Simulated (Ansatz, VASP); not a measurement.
# Two plane-wave programs on Mo

INCAR

```
SYSTEM = Mo
  PREC = Accurate
  ENCUT = 520
  EDIFF = 1E-7
  ISMEAR = 0
  SIGMA = 0.15
  LREAL = .False.
  LASPH = .True.
  NELM = 60
  ALGO = Fast
  ISIF = 2
  LWAVE = .False.
  LCHARG = .False.
  GGA = PE
  NBANDS = 13
```

KPOINTS

```
regular mesh
0
Gamma
  24 24 24
  0 0 0
```

POSCAR

```
Mo
1.0
   -1.3723949101      1.3723949101      2.0585923652
    1.3723949101     -1.3723949101      2.0585923652
    1.3723949101      1.3723949101     -2.0585923652
Mo
1
Direct
    0.0000000000      0.0000000000      0.0000000000
```

Input for Ansatz:

```yaml
crystal:
  lattice:
    - [-1.3723949101, 1.3723949101, 2.0585923652]
    - [1.3723949101, -1.3723949101, 2.0585923652]
    - [1.3723949101, 1.3723949101, -2.0585923652]
  atoms:
    - { symbol: Mo, position: [0.0, 0.0, 0.0] }
basis:
  ecutwfc: 420
kpoints:
  mp_grid: { grid: [24, 24, 24] }
hamiltonian:
  xc: pbe
scf:
  occupations: { method: gaussian, width: 0.15 }
output:
  forces: true
  stress: true
  eigenvalues: true
```

Alike in both runs: task single point; functional PBE; k mesh 24 × 24 × 24; occupations gaussian, width 0.15 eV; no spin polarisation.

|  | VASP | Ansatz |
| --- | --- | --- |
| version | VASP 6.6.1 | Ansatz 0.2.0 |
| potentials or method | VASP PAW PBE potentials, release 64 (Mo_sv), cutoff 520 eV | scalar-relativistic, plane waves, PAW |
| valence electrons in the cell | 14 | 14 |

```csv
,VASP,Ansatz,Ansatz less VASP
gap on the k mesh at the Fermi level (eV),none,none,-
pressure (GPa),9.2,8.6,-0.54
"traceless stress, the component that is largest in VASP (GPa)",5.41,5.43,+0.027
```

A gap of «none» marks a metal or a gap that the smearing closes. With one functional, cell and mesh, what is left measures potentials, basis and numerics.
